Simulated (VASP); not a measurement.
Here is a VASP 6.6.1 calculation.

The input POSCAR:

```
CsBr
1.0
    4.2343642774      0.0000000000      0.0000000000
    0.0000000000      4.2343642774      0.0000000000
    0.0000000000      0.0000000000      4.2343642774
Cs Br
1 1
Direct
    0.0000000000      0.0000000000      0.0000000000
    0.5000000000      0.5000000000      0.5000000000
```

The input INCAR.step1:

```
SYSTEM = CsBr
ALGO = Normal
EDIFF = 1E-5
ENCUT = 550
GGA = PE
GGA_COMPAT = .False.
ISMEAR = 0
LASPH = .True.
LCHARG = .False.
LREAL = .False.
LWAVE = .True.
NBANDS = 15
NELM = 120
PREC = Accurate
SIGMA = 0.02
```

INCAR.step2

```
SYSTEM = CsBr
ALGO = Normal
EDIFF = 1E-6
ENCUT = 550
GGA_COMPAT = .False.
ISIF = 2
ISMEAR = 0
ISTART = 1
LASPH = .True.
LCHARG = .False.
LMIXTAU = .True.
LREAL = .False.
LWAVE = .False.
METAGGA = R2SCAN
NBANDS = 15
NELM = 120
PREC = Accurate
SIGMA = 0.02
```

KPOINTS

```
k-points
0
Gamma
  6 6 6
  0 0 0
```

Potentials or basis: VASP PAW PBE potentials, release 64 (Cs_sv, Br).

Run with:

```console
$ cat potpaw_PBE.64/Cs_sv/POTCAR potpaw_PBE.64/Br/POTCAR > POTCAR
$ cp INCAR.step1 INCAR
$ mpirun -np 1 vasp_std > vasp.out
$ cp INCAR.step2 INCAR
$ mpirun -np 1 vasp_std > vasp.out
```

Problem. Predict the pressure.

Solution. 1.2 GPa.

Problem. Estimate the band gap on the k mesh.

Solution. 5.35 eV.

Caveat: the PAW data sets were made with another functional, which shifts forces and pressure a little; spin-orbit coupling is left out, which moves the levels of the heavy elements. A k mesh can miss the band edges.
